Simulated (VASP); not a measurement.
# Cu (Fm-3m) in VASP: notebook

The runs below take Cu through single point, with LDA.

All numbers are computed with VASP 6.6.1; they aren't measurements. Logs are shortened: lines on timing, memory, paths and dates and some standing lists are left out, and cuts for length are marked.

## Step 1: The cell of the first run

It takes space group Fm-3m (No. 225, cubic). The conventional cell has a = 3.570 Å, b = 3.570 Å, c = 3.570 Å, α = 90.00°, β = 90.00°, γ = 90.00°. Cu (site symmetry m-3m) has 12 Cu at 2.52 Å within 3.3 Å.

## Step 2: Single point, LDA

Contents of INCAR:

```
SYSTEM = Cu
  ALGO = Normal
  EDIFF = 1E-6
  ENCUT = 600
  GGA = CA
  GGA_COMPAT = .False.
  ISIF = 2
  ISMEAR = 0
  LASPH = .True.
  LCHARG = .False.
  LREAL = .False.
  LWAVE = .False.
  NBANDS = 12
  NELM = 120
  PREC = Accurate
  SIGMA = 0.1
```

Contents of KPOINTS:

```
k-points
0
Gamma
  8 8 8
  0 0 0
```

Contents of POSCAR:

```
Cu
1.0
    0.0000000000      1.7850000000      1.7850000000
    1.7850000000      0.0000000000      1.7850000000
    1.7850000000      1.7850000000      0.0000000000
Cu
1
Direct
    0.0000000000      0.0000000000      0.0000000000
```

Potentials or basis: VASP PAW LDA potentials, release 64 (Cu).

The run is started by

```bash
$ cat potpaw_LDA.64/Cu/POTCAR > POTCAR
$ mpirun -np 1 vasp_std > vasp.out
```

OUTCAR:

```text
SYSTEM = Cu
   EDIFF = 1E-6
   ENCUT = 600
   GGA = CA
   ISIF = 2
   ISMEAR = 0
   LASPH = .True.
   LREAL = .False.
   NELM = 120
   PREC = Accurate

 ion  position               nearest neighbor table
   1  0.000  0.000  0.000-

  LATTYP: Found a face centered cubic cell.
 ALAT       =     3.5700000000

  Lattice vectors:

 A1 = (   0.0000000000,   1.7850000000,   1.7850000000)
 A2 = (   1.7850000000,   0.0000000000,   1.7850000000)
 A3 = (   1.7850000000,   1.7850000000,   0.0000000000)

Analysis of symmetry for initial positions (statically):
=====================================================================
 Subroutine PRICEL returns:
 Original cell was already a primitive cell.

 Routine SETGRP: Setting up the symmetry group for a
 face centered cubic supercell.

 Subroutine GETGRP returns: Found 48 space group operations
 (whereof 48 operations were pure point group operations)
 out of a pool of 48 trial point group operations.

The static configuration has the point symmetry O_h .

Analysis of symmetry for dynamics (positions and initial velocities):
=====================================================================
 Subroutine PRICEL returns:
 Original cell was already a primitive cell.

 Routine SETGRP: Setting up the symmetry group for a
 face centered cubic supercell.

 Subroutine GETGRP returns: Found 48 space group operations
 (whereof 48 operations were pure point group operations)
 out of a pool of 48 trial point group operations.

The dynamic configuration has the point symmetry O_h .

 Subroutine INISYM returns: Found 48 space group operations
 (whereof 48 operations are pure point group operations),
 and found     1 'primitive' translations

----------------------------------------------------------------------------------------

                                     Primitive cell

  volume of cell :      11.3748

  direct lattice vectors                    reciprocal lattice vectors
     0.000000000  1.785000000  1.785000000    -0.280112045  0.280112045  0.280112045
     1.785000000  0.000000000  1.785000000     0.280112045 -0.280112045  0.280112045
     1.785000000  1.785000000  0.000000000     0.280112045  0.280112045 -0.280112045

  length of vectors
     2.524371209  2.524371209  2.524371209     0.485168293  0.485168293  0.485168293

  position of ions in fractional coordinates (direct lattice)
     0.000000000  0.000000000  0.000000000

  ion indices of the primitive-cell ions
   primitive index   ion index
                 1           1

----------------------------------------------------------------------------------------

 KPOINTS: k-points

Automatic generation of k-mesh.
 Grid dimensions read from file:
 generate k-points for:    8    8    8

 Generating k-lattice:

  Cartesian coordinates                     Fractional coordinates (reciprocal lattice)
    -0.035014006  0.035014006  0.035014006     0.125000000  0.000000000  0.000000000
     0.035014006 -0.035014006  0.035014006     0.000000000  0.125000000  0.000000000
     0.035014006  0.035014006 -0.035014006     0.000000000  0.000000000  0.125000000

  Length of vectors
     0.060646037  0.060646037  0.060646037

  Shift w.r.t. Gamma in fractional coordinates (k-lattice)
     0.000000000  0.000000000  0.000000000

 Subroutine IBZKPT returns following result:
 ===========================================

 Found     29 irreducible k-points:

 Following reciprocal coordinates:
            Coordinates               Weight
  0.000000  0.000000  0.000000      1.000000
  0.125000  0.000000  0.000000      8.000000
  0.250000  0.000000  0.000000      8.000000
  0.375000  0.000000  0.000000      8.000000
  0.500000  0.000000  0.000000      4.000000
  0.125000  0.125000  0.000000      6.000000
[... 16 lines left out ...]
  0.500000  0.250000  0.125000     48.000000
 -0.375000  0.250000  0.125000     24.000000
 [... further k-points ...]
   k-points           NKPTS =     29   k-points in BZ     NKDIM =     29   number of bands    NBANDS=     12
   number of dos      NEDOS =    301   number of ions     NIONS =      1
   total plane-waves  NPLWV =   8000
   dimension x,y,z NGX =    20 NGY =   20 NGZ =   20
   dimension x,y,z NGXF=    40 NGYF=   40 NGZF=   40
   ions per type =               1
   NGX,Y,Z   is equivalent  to a cutoff of  13.17, 13.17, 13.17 a.u.
   NGXF,Y,Z  is equivalent  to a cutoff of  26.34, 26.34, 26.34 a.u.
 SYSTEM =  Cu
   PREC   = accura    normal or accurate (medium, high low for compatibility)
   ISTART =      0    job   : 0-new  1-cont  2-samecut
   ICHARG =      2    charge: 1-file 2-atom 10-const
   ISPIN  =      1    spin polarized calculation?
   LNONCOLLINEAR =      F non collinear calculations
   LSORBIT =      F    spin-orbit coupling
   LASPH  =      T    aspherical Exc in radial PAW
   ENCUT  =  600.0 eV  44.10 Ry    6.64 a.u.   5.04  5.04  5.04*2*pi/ulx,y,z
   NELM   =    120;   NELMIN=  2; NELMDL= -5     # of ELM steps
   EDIFF  = 0.1E-05   stopping-criterion for ELM
   LREAL  =      F    real-space projection
   EDIFFG = 0.1E-04   stopping-criterion for IOM
   NSW    =      0    number of steps for IOM
   IBRION =     -1    ionic relax: 0-MD 1-quasi-New 2-CG
   NFREE  =      0    steps in history (QN), initial steepest desc. (CG)
   ISIF   =      2    stress and relaxation
   ISYM   =      2    0-nonsym 1-usesym 2-fastsym
   POTIM  = 0.5000    time-step for ionic-motion
   TEBEG  =    0.0;   TEEND  =   0.0 temperature during run
   PSTRESS=    0.0 pullay stress
   NELECT =      11.0000    total number of electrons
   NUPDOWN=      -1.0000    fix difference up-down
   EMIN   =  10.00;   EMAX   =-10.00  energy-range for DOS
   EFERMI =   0.00;   METHOD = LEGACY
   ISMEAR =     0;   SIGMA  =   0.10  broadening in eV -4-tet -1-fermi 0-gaus
   EFERMI_NEDOS =   21; number of points for ismear=-14 and -15
   IALGO  =     38    algorithm
   IMIX   =      4    mixing-type and parameters
     AMIX     =   0.40;   BMIX     =  1.00
     AMIX_MAG =   1.60;   BMIX_MAG =  1.00
  volume/ion in A,a.u.               =      11.37        76.76
  Fermi-wavevector in a.u.,A,eV,Ry     =   1.618915  3.059307 35.659337  2.620887
  Thomas-Fermi vector in A             =   2.713101
   LORBIT       =      0    0 simple, 1 ext, 2 COOP (PROOUT), +10 PAW based schemes
   GGA     = CA    functional components
   LHFCALC =     F    Hartree Fock is set to
   AEXX    =    0.0000 exact exchange contribution
   IVDW    =     0    specifies the selected vdW correction
   LEPSILON=     F    determine dielectric tensor
   LRPA    =     F    only Hartree local field effects (RPA)
 non-spin polarized calculation
 Gauss-broadening in eV      SIGMA  =   0.10
  energy-cutoff  :      600.00
  volume of cell :       11.37
 maximum number of plane-waves:       392
   NGX =  9   NGY =  9   NGZ =  9

 number of electron      11.0000013 magnetization

 Free energy of the ion-electron system (eV)
  ---------------------------------------------------
  ext. energy  EPLUGINS =         0.00000000
  ---------------------------------------------------
  free energy    TOTEN  =        -4.66611602 eV

  energy without entropy =       -4.66295597  energy(sigma->0) =       -4.66453599

 E-fermi :   7.7529     XC(G=0): -13.3224

 val. band max:        7.6790481685   @ k =   0.5000   0.2500   0.1250
 cond. band min:       7.9368550061   @ k =   0.5000   0.1250   0.0000
 fundamental gap:      0.2578068377
 Fermi energy:         7.7529320194

 k-point     1 :       0.0000    0.0000    0.0000
  band No.  band energies     occupation
      1      -1.8186      2.00000
      2       4.6405      2.00000
      3       4.6405      2.00000
      4       4.6405      2.00000
      5       5.5292      2.00000
      6       5.5292      2.00000
      7      30.7993      0.00000
      8      33.5631      0.00000
      9      33.5631      0.00000
     10      33.5631      0.00000
     11      36.1328      0.00000
     12      36.1328      0.00000

 k-point     2 :       0.1250    0.0000    0.0000
  band No.  band energies     occupation
      1      -1.2405      2.00000
      2       4.5237      2.00000
      3       4.7402      2.00000
      4       4.7402      2.00000
      5       5.4978      2.00000
      6       5.4978      2.00000
      7      27.0346      0.00000
      8      31.4820      0.00000
      9      32.3599      0.00000
     10      32.3599      0.00000
     11      38.0288      0.00000
     12      38.0316      0.00000

 k-point     3 :       0.2500    0.0000    0.0000
  band No.  band energies     occupation
      1       0.3521      2.00000
      2       4.3742      2.00000
      3       4.8095      2.00000
      4       4.8095      2.00000
      5       5.6144      2.00000
      6       5.6144      2.00000
      7      20.5711      0.00000
      8      30.7320      0.00000
      9      31.1264      0.00000
     10      31.1264      0.00000
     11      36.8863      0.00000
     12      36.8863      0.00000
[... 286 lines left out ...]
 k-point    23 :       0.5000    0.2500    0.1250
  band No.  band energies     occupation
      1       2.9903      2.00000
      2       4.0289      2.00000
      3       4.3541      2.00000
      4       5.2308      2.00000
      5       5.8831      2.00000
      6       7.6790      1.70392
      7      16.0296      0.00000
      8      21.5918      0.00000
      9      24.5723      0.00000
     10      32.1910      0.00000
     11      35.8109      0.00000
     12      39.7171      0.00000

 k-point    24 :      -0.3750    0.2500    0.1250
  band No.  band energies     occupation
      1       3.2892      2.00000
      2       4.0240      2.00000
      3       4.5741      2.00000
      4       5.1224      2.00000
      5       6.0711      2.00000
      6       9.9717      0.00000
      7      12.2289      0.00000
      8      22.3247      0.00000
      9      22.7335      0.00000
     10      31.8752      0.00000
     11      35.7141      0.00000
     12      43.2349      0.00000

 [... further k-points ...]

------------------------ aborting loop because EDIFF is reached ----------------------------------------

  FORCE on cell =-STRESS in cart. coord.  units (eV):
  Direction    XX          YY          ZZ          XY          YZ          ZX
  --------------------------------------------------------------------------------------
  -------------------------------------------------------------------------------------
  Total       -0.3978057     -0.3978057     -0.3978057     -0.0000000      0.0000000      0.0000000
  in kB      -56.0321046    -56.0321046    -56.0321046     -0.0000000      0.0000000      0.0000000
  external PRESSURE =     -56.0321046 kB  Pullay stress =       0.0000000 kB

 VOLUME and BASIS-vectors are now :
 -----------------------------------------------------------------------------
  energy-cutoff  :      600.00
  volume of cell :       11.37
      direct lattice vectors                 reciprocal lattice vectors
     0.000000000  1.785000000  1.785000000    -0.280112045  0.280112045  0.280112045
     1.785000000  0.000000000  1.785000000     0.280112045 -0.280112045  0.280112045
     1.785000000  1.785000000  0.000000000     0.280112045  0.280112045 -0.280112045

 POSITION                                       TOTAL-FORCE (eV/Angst)
 -----------------------------------------------------------------------------------
      0.00000      0.00000      0.00000        -0.000000      0.000000      0.000000
 -----------------------------------------------------------------------------------
    total drift:                                0.000000      0.000000      0.000000

  FREE ENERGIE OF THE ION-ELECTRON SYSTEM (eV)
  ---------------------------------------------------
  free  energy   TOTEN  =        -4.6661160187 eV

  energy  without entropy=       -4.6629559675  energy(sigma->0) =       -4.66453599
```

Wall time 4.4 s (1 thread of Intel Xeon Platinum 8259CL at 2.50GHz (Skylake/Cascade Lake), shared host); peak memory 0.12 GiB.

What came out:

- Free energy: -4.6661 eV
- Pressure: -5.6 GPa
- Band gap on the k mesh: zero (an odd number of electrons rules out a gap without spin polarisation)

Caveat: the k points lie up to 0.38 Å⁻¹ apart, too coarse for converged energies and pressures of a metal.

## Step 3: Single point, LDA

This run uses another cell than the first one, of 10.88 Å³/atom.

Contents of INCAR:

```
  PREC = Accurate
  ENCUT = 600
  EDIFF = 1E-6
  ISMEAR = 0
  SIGMA = 0.1
  LREAL = F
  LASPH = T
  NELM = 120
  ALGO = Normal
  ISIF = 2
  LWAVE = F
  LCHARG = F
  NBANDS = 12
  GGA_COMPAT = F
```

Contents of KPOINTS:

```
Automatic mesh
0
Gamma
  20 20 20
```

Contents of POSCAR:

```
Cu
1.0
    0.0000000000      1.7589678676      1.7589678676
    1.7589678676      0.0000000000      1.7589678676
    1.7589678676      1.7589678676      0.0000000000
Cu
1
Direct
    0.0000000000      0.0000000000      0.0000000000
```

Potentials or basis: VASP PAW LDA potentials, release 64 (Cu).

The run is started by

```bash
$ cat potpaw_LDA.64/Cu/POTCAR > POTCAR
$ mpirun -np 1 vasp_std > vasp.out
```

Wall time 28 s (1 thread of Intel Xeon Platinum 8259CL at 2.50GHz (Skylake/Cascade Lake), shared host); peak memory 0.15 GiB.

The run converged. Its results:

| Property | Result |
| --- | --- |
| Free energy | -4.7090 eV |
| Pressure | 1.0 GPa |
| Band gap on the k mesh | zero (an odd number of electrons rules out a gap without spin polarisation) |

Levels at points of the mesh, in eV from the Fermi level:
```
           k point  band 3  band 4  band 5  band 6  band 7  band 8  band 9  band 10
(0.00, 0.00, 0.00)   -3.31   -3.31   -2.36   -2.36   23.35   26.47   26.47    26.47
(0.50, 0.00, 0.00)   -3.34   -1.72   -1.72   -1.20    4.18   21.83   23.23    23.23
(0.50, 0.50, 0.00)   -1.73   -1.56   -1.56    1.45    7.73   13.67   13.67    18.52
```

The gap in the log of VASP goes by the Fermi energy; the results here count the filled bands.